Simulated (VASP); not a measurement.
Input of a VASP 6.6.1 run:

File INCAR:

```
SYSTEM = PbF2
PREC = Accurate
ENCUT = 520
EDIFF = 1E-6
ISMEAR = -1
SIGMA = 0.05
LREAL = .FALSE.
LASPH = .TRUE.
NELM = 60
ALGO = Normal
ISIF = 2
LWAVE = .FALSE.
LCHARG = .FALSE.
GGA = PS
IVDW = 12
NBANDS = 21
```

File KPOINTS:

```
Automatic mesh
0
G
  8 8 8
  0 0 0
```

File POSCAR:

```
PbF2
1.0
    0.0000000000      2.9636600000      2.9636600000
    2.9636600000      0.0000000000      2.9636600000
    2.9636600000      2.9636600000      0.0000000000
Pb F
1 2
Direct
    0.0000000000      0.0000000000      0.0000000000
    0.7500000000      0.7500000000      0.7500000000
    0.2500000000      0.2500000000      0.2500000000
```

Potentials or basis: VASP PAW PBE potentials, release 64 (Pb_d, F).

Launch:

```sh
$ cat potpaw_PBE.64/Pb_d/POTCAR potpaw_PBE.64/F/POTCAR > POTCAR
$ mpirun -np 1 vasp_std > vasp.out
```

(1) Estimate the pressure.

(2) Estimate the dispersion energy per atom.

(3) Estimate the band gap on the k mesh.

Answers

(1) -2.6 GPa.

(2) -0.141 eV.

(3) 4.30 eV (least direct gap 4.46 eV).

Caveat: three body term missing; the PAW data sets were made with another functional, which shifts forces and pressure a little; spin-orbit coupling is left out, which moves the levels of the heavy elements.
